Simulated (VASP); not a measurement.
Write the native input for VASP 6.6.1 that does the following.

| Property | Result |
| --- | --- |
| Task | single point |
| Functional | PBE |
| Potentials or basis | VASP PAW PBE potentials, release 64 (Si, C) |
| Cutoff | 600 eV |
| k mesh | 6 × 6 × 2 |
| Occupations | gaussian, width 0.1 eV |
| Spin | no spin polarisation |
| Dipole correction | no |
| Further INCAR settings | ALGO = Normal; EDIFF = 1e-06; NBANDS = 26 |

The structure of SiC lies in POSCAR:

```
SiC
1.0
    3.0756941497      0.0000000000      0.0000000000
   -1.5378470748      2.6636292679      0.0000000000
    0.0000000000      0.0000000000     10.0706464800
Si C
4 4
Direct
    0.6666666700      0.3333333300      0.9378419800
    0.3333333300      0.6666666700      0.4378419800
    0.0000000000      0.0000000000      0.6878943800
    0.0000000000      0.0000000000      0.1878943800
    0.6666666700      0.3333333300      0.7498025900
    0.3333333300      0.6666666700      0.2498025900
    0.0000000000      0.0000000000      0.5004600500
    0.0000000000      0.0000000000      0.0004600500
```

These files were run (other wordings do the same):

INCAR

```
SYSTEM = SiC
  PREC = Accurate
  ENCUT = 600
  EDIFF = 1E-6
  ISMEAR = 0
  SIGMA = 0.1
  LREAL = .False.
  LASPH = .True.
  NELM = 120
  ALGO = Normal
  ISIF = 2
  LWAVE = .False.
  LCHARG = .True.
  GGA = PE
  LELF = .True.
  LVHAR = .True.
  NBANDS = 26
  GGA_COMPAT = .False.
```

KPOINTS

```
Automatic mesh
0
Gamma
  6 6 2
  0 0 0
```

Potentials or basis: VASP PAW PBE potentials, release 64 (Si, C).

Command:

```sh
$ cat potpaw_PBE.64/Si/POTCAR potpaw_PBE.64/C/POTCAR > POTCAR
$ mpirun -np 1 vasp_std > vasp.out
```

Results of the run:

| Item | Value |
| --- | --- |
| Pressure | 3.7 GPa |
| Largest force | 0.006 eV/Å |
| Band gap on the k mesh | 2.22 eV, indirect (least direct gap 3.35 eV) |

Wall time 29 s on 1 thread of Intel(R) Xeon(R) Platinum 8375C CPU @ 2.90GHz (Ice Lake), with other jobs on the host, peak memory 0.23 GiB.
